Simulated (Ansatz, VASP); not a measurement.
**BaTiO3: VASP beside Ansatz**

File INCAR:

```
SYSTEM = BaTiO3
ALGO = Normal
EDIFF = 1E-8
ENCUT = 520
GGA = PS
ISIF = 2
ISMEAR = -1
LASPH = .True.
LCHARG = .False.
LEFG = .True.
LREAL = .False.
LWAVE = .False.
NBANDS = 28
NELM = 60
PREC = Accurate
SIGMA = 0.03
```

The input KPOINTS:

```
k-points
0
Gamma
  7 7 7
  0 0 0
```

File POSCAR:

```
BaTiO3
1.0
    4.0782473671      0.0000000000      0.0000000000
    0.0000000000      4.0782473671      0.0000000000
    0.0000000000      0.0000000000      4.0968043205
Ba Ti O
1 1 3
Direct
    0.0000000000      0.0000000000      0.0000000000
    0.5000000000      0.5000000000      0.5000000000
    0.5000000000      0.5000000000      0.0000000000
    0.5000000000      0.0000000000      0.5000000000
    0.0000000000      0.5000000000      0.5000000000
```

Input for Ansatz:

```yaml
crystal:
  lattice:
    - [4.0782473671, 0.0, 0.0]
    - [0.0, 4.0782473671, 0.0]
    - [0.0, 0.0, 4.0968043205]
  atoms:
    - { symbol: Ba, position: [0.0, 0.0, 0.0] }
    - { symbol: Ti, position: [0.5, 0.5, 0.5] }
    - { symbol: O, position: [0.5, 0.5, 0.0] }
    - { symbol: O, position: [0.5, 0.0, 0.5] }
    - { symbol: O, position: [0.0, 0.5, 0.5] }
kpoints:
  mp_grid: { grid: [7, 7, 7] }
scf:
  occupations: { method: fermi_dirac, width: 0.03 }
hamiltonian:
  xc: pbesol
  pseudopotentials: { kind: all_electron, datasets: crystal }
output:
  forces: true
  stress: true
  eigenvalues: true
  efg: { contact_densities: true }
```

Change from the starting cell: volume scaled by 1.06, crystal datasets.

Alike in both runs: task electric field gradients; functional PBEsol; k mesh 7 × 7 × 7; occupations fermi-dirac, width 0.03 eV; no spin polarisation.

|  | VASP | Ansatz |
| --- | --- | --- |
| version | VASP 6.6.1 | Ansatz 0.2.0 |
| potentials or method | VASP PAW PBE potentials, release 64 (Ba_sv, Ti_sv, O), cutoff 520 eV | all-electron PAW with datasets made for the crystal, scalar-relativistic |

```csv
,VASP,Ansatz,Ansatz less VASP
gap on the k mesh at the Fermi level (eV),1.64,1.69,+0.054
pressure (GPa),-11.2,-12.7,-1.43
"traceless stress, the component that is largest in VASP (GPa)",-0.42,-0.41,+0.015
size of Vzz on the site where it differs most (V/Å²),29.4,29.2,-0.17
```

VASP's potentials were made for PBE, not for PBEsol. Ansatz ran all-electron here, and VASP with PAW potentials.

Spin-orbit coupling is off throughout.
